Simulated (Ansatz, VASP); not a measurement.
## Two plane-wave programs on PdPt3S8

```xyz
12
Lattice="7.1444 0.0000 0.0000 -3.5722 6.1872 0.0000 0.0000 0.0000 6.4599" Properties=species:S:1:pos:R:3 pbc="T T T"
Pd    0.0000    0.0000    0.0000
Pt   -1.7861    3.0936    0.0000
Pt    1.7861    3.0936    0.0000
Pt    3.5722    0.0000    0.0000
S     0.0000    4.1248    5.2294
S     1.7910    1.0340    5.2294
S     3.5722    4.1192    5.2294
S     5.3534    1.0340    5.2294
S    -1.7812    5.1532    1.2305
S     0.0000    2.0680    1.2305
S     1.7812    5.1532    1.2305
S     3.5722    2.0624    1.2306
```

Alike in both runs: functional PBE; k mesh 6 × 6 × 4; occupations gaussian, width 0.02 eV; no spin polarisation.

Ansatz relaxed the structure, and its values are those at the end. VASP's run is a single point on that final structure, the one shown.

|  | VASP | Ansatz |
| --- | --- | --- |
| version | VASP 6.6.1 | Ansatz 0.2.0 |
| potentials or method | VASP PAW PBE potentials, release 64 (Pd, Pt, S), cutoff 520 eV | scalar-relativistic, plane waves, PAW |
| valence electrons in the cell | 88 | 120 |

VASP gave:

* gap on the k mesh at the Fermi level (eV): 1.09
* least direct gap on the mesh (eV): 1.21
* pressure (GPa): -0.3
* rms of the force components (eV/Å): 0.017

Which values does Ansatz return?

gap on the k mesh at the Fermi level (eV): 1.09; least direct gap on the mesh (eV): 1.21; pressure (GPa): 0.0; rms of the force components (eV/Å): 0.000.

With one functional, cell and mesh, what is left measures potentials, basis and numerics. VASP's potentials hold 88 valence electrons a cell and Ansatz's 120, so a difference there can come from the potentials and not from the codes.

Spin-orbit coupling is off throughout.
